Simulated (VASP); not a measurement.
Write the native input for VASP 6.6.1 that does the following.

| Quantity | Value |
| --- | --- |
| Task | single point |
| Functional | PBEsol |
| Potentials or basis | VASP PAW PBE potentials, release 64 (Zr_sv, S) |
| Cutoff | 520 eV |
| k mesh | 2 × 2 × 2 |
| Occupations | gaussian, width 0.1 eV |
| Spin | no spin polarisation |
| Dipole correction | no |
| Further INCAR settings | ALGO = Normal; EDIFF = 1e-06; NBANDS = 16 |

The structure of ZrS lies in POSCAR:

```
ZrS
1.0
    0.0000000000      2.6250000000      2.6250000000
    2.6250000000      0.0000000000      2.6250000000
    2.6250000000      2.6250000000      0.0000000000
Zr S
1 1
Direct
    0.0000000000      0.0000000000      0.0000000000
    0.5000000000      0.5000000000      0.5000000000
```

These files were run (other wordings do the same):

INCAR

```
ALGO = Normal
EDIFF = 1E-6
ENCUT = 520
GGA = PS
ISIF = 2
ISMEAR = 0
LASPH = T
LCHARG = F
LREAL = F
LWAVE = F
NBANDS = 16
NELM = 80
PREC = Accurate
SIGMA = 0.1
```

KPOINTS

```
k-points
0
Gamma
  2 2 2
```

Potentials or basis: VASP PAW PBE potentials, release 64 (Zr_sv, S).

Run with:

```console
$ cat potpaw_PBE.64/Zr_sv/POTCAR potpaw_PBE.64/S/POTCAR > POTCAR
$ mpirun -np 1 vasp_std > vasp.out
```

It gave:

```yaml
Pressure: -7.2 GPa
Band_gap_on_the_k_mesh: zero (band 9 reaches 12.02 eV, above the bottom of band 10 at 9.22 eV)
```

Caveat: the k points lie up to 1.04 Å⁻¹ apart; the PAW data sets were made with another functional, which shifts forces and pressure a little.

Run time: 6.4 s on 1 thread of Intel Xeon 8259CL, on a shared host, peak memory 0.15 GiB.
